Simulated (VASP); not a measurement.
Write the native input for VASP 6.6.1 that does the following.

```yaml
Task: single point
Functional: PBEsol
Dispersion: D3(BJ)
Potentials_or_basis: VASP PAW PBE potentials, release 64 (Cu, Al)
Cutoff: 520 eV
k_mesh: 7 × 7 × 9
Occupations: fermi-dirac, width 0.05 eV
Spin: no spin polarisation
Dipole_correction: no
Further_INCAR_settings: ALGO = Normal; EDIFF = 1e-06; NBANDS = 16
```

The structure of Al2Cu lies in POSCAR:

```
Al2Cu
1.0
    4.0426999239      0.0000000000      0.0000000000
    0.0000000000      4.0426999239      0.0000000000
    0.0000000000      0.0000000000      2.8203992215
Cu Al
1 2
Direct
    0.0000000000      0.0000000000      0.0000000000
    0.0000000000      0.5000000000      0.5000000000
    0.5000000000      0.0000000000      0.5000000000
```

The input as run:

INCAR

```
SYSTEM = Al2Cu
PREC = Accurate
ENCUT = 520
EDIFF = 1E-6
ISMEAR = -1
SIGMA = 0.05
LREAL = .False.
LASPH = .True.
NELM = 80
ALGO = Normal
ISIF = 2
LWAVE = .False.
LCHARG = .True.
GGA = PS
IVDW = 12
LELF = .True.
LVHAR = .True.
NBANDS = 16
```

KPOINTS

```
Automatic mesh
0
Gamma
  7 7 9
  0 0 0
```

Potentials or basis: VASP PAW PBE potentials, release 64 (Cu, Al).

The run is started by

```bash
$ cat potpaw_PBE.64/Cu/POTCAR potpaw_PBE.64/Al/POTCAR > POTCAR
$ mpirun -np 1 vasp_std > vasp.out
```

It gave:

```
Pressure                   : -0.5 GPa
Dispersion energy per atom : -0.360 eV
```

Caveat: three body term missing; the PAW data sets were made with another functional, which shifts forces and pressure a little; pairwise dispersion overbinds metals, which lowers pressure and volume.

Wall time 40 s on 1 thread of Intel(R) Xeon(R) Platinum 8175M CPU @ 2.50GHz (Skylake/Cascade Lake), with other jobs on the host, peak memory 0.18 GiB.
